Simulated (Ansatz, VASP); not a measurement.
# One calculation of Sb2Se3, two programs

```
Sb Se
1.0
     5.29080    0.00000    0.00000
    -2.64540    4.58197    0.00000
     0.00000    0.00000    8.32586
Sb Se
2 3
Direct
  0.00000 0.00000 0.84787
  0.00000 0.00000 0.15213
  0.50000 0.00000 0.50000
  0.00000 0.50000 0.50000
  0.50000 0.50000 0.50000
```

Alike in both runs: functional PBE; k mesh 3 × 3 × 2; occupations gaussian, width 0.15 eV; no spin polarisation.

Ansatz relaxed the structure, and its values are those at the end. VASP's run is a single point on that final structure, the one shown.

|  | VASP | Ansatz |
| --- | --- | --- |
| version | VASP 6.6.1 | Ansatz 0.2.0 |
| potentials or method | VASP PAW PBE potentials, release 64 (Sb, Se), cutoff 500 eV | scalar-relativistic, plane waves, PAW |
| valence electrons in the cell | 28 | 78 |

|  | VASP | Ansatz | Ansatz less VASP |
| --- | --- | --- | --- |
| gap on the k mesh at the Fermi level (eV) | none | none | - |
| pressure (GPa) | 0.2 | 0.2 | -0.02 |
| rms of the force components (eV/Å) | 0.006 | 0.020 | +0.0145 |

A gap of «none» marks a metal or a gap that the smearing closes. VASP's potentials hold 28 valence electrons a cell and Ansatz's 78, so a difference there can come from the potentials and not from the codes.

The k mesh is coarse, so the values compare programs but aren't converged. Spin-orbit coupling is off throughout.
